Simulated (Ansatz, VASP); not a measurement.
## Two plane-wave programs on ZnO

The input INCAR:

```
SYSTEM = ZnO
PREC     = Accurate       ! precision mode
ENCUT    = 520            ! plane-wave cutoff, eV
EDIFF    = 1E-6           ! SCF threshold, eV
ISMEAR   = -1             ! smearing method
SIGMA    = 0.05           ! smearing width, eV
LREAL    = .FALSE.        ! projectors in reciprocal space
LASPH    = .TRUE.         ! aspherical terms in the spheres
NELM     = 100            ! most SCF steps
ALGO     = Normal         ! electronic algorithm
ISIF     = 2              ! what is computed and relaxed
LWAVE    = .FALSE.        ! write WAVECAR
LCHARG   = .FALSE.        ! write CHGCAR
GGA      = PE             ! functional
IVDW     = 12             ! dispersion correction
NBANDS   = 26             ! bands
```

File KPOINTS:

```
regular mesh
0
G
  9 9 5
  0 0 0
```

POSCAR

```
ZnO
1.0
    3.2493080000      0.0000000000      0.0000000000
   -1.6246540000      2.8139832727      0.0000000000
    0.0000000000      0.0000000000      5.2057090000
Zn O
2 2
Direct
    0.6666666667      0.3333333333      0.0000000000
    0.3333333333      0.6666666667      0.5000000000
    0.3333333333      0.6666666667      0.8790100000
    0.6666666667      0.3333333333      0.3790100000
```

File input.yaml:

```yaml
crystal:
  lattice:
    - [3.249308, 0.0, 0.0]
    - [-1.624654, 2.8139832727, 0.0]
    - [0.0, 0.0, 5.205709]
  atoms:
    - { symbol: Zn, position: [0.6666666667, 0.3333333333, 0.0] }
    - { symbol: Zn, position: [0.3333333333, 0.6666666667, 0.5] }
    - { symbol: O, position: [0.3333333333, 0.6666666667, 0.87901] }
    - { symbol: O, position: [0.6666666667, 0.3333333333, 0.37901] }
hamiltonian:
  xc: pbe
  pseudopotentials: { kind: paw }
  dispersion: d3bj
kpoints:
  mp_grid: { grid: [9, 9, 5] }
scf:
  occupations: { method: fermi_dirac, width: 0.05 }
output:
  forces: true
  stress: true
  eigenvalues: true
```

Alike in both runs: task single point; functional PBE; dispersion D3(BJ); k mesh 9 × 9 × 5; occupations fermi-dirac, width 0.05 eV; no spin polarisation.

|  | VASP | Ansatz |
| --- | --- | --- |
| version | VASP 6.6.1 | Ansatz 0.2.0 |
| potentials or method | VASP PAW PBE potentials, release 64 (Zn, O) | Ansatz PAW |
| plane-wave cutoff (eV) | 520 | 420 |
| valence electrons in the cell | 36 | 36 |

Ansatz gave:

- gap on the k mesh at the Fermi level (eV): 0.80
- least direct gap on the mesh (eV): 0.80
- pressure (GPa): 1.8
- traceless stress, the component that is largest in VASP (GPa): 1.17
- rms of the force components (eV/Å): 0.039

Q: What did VASP give for the same quantities?

A: gap on the k mesh at the Fermi level (eV): 0.79; least direct gap on the mesh (eV): 0.79; pressure (GPa): 2.9; traceless stress, the component that is largest in VASP (GPa): 1.21; rms of the force components (eV/Å): 0.042.

Atom by atom the forces differ by 0.002 eV/Å (rms over components).

Noted on Ansatz's run: odd divisions of the mesh miss points on the zone boundary, where band edges often lie, so the gap on the mesh can be too wide.
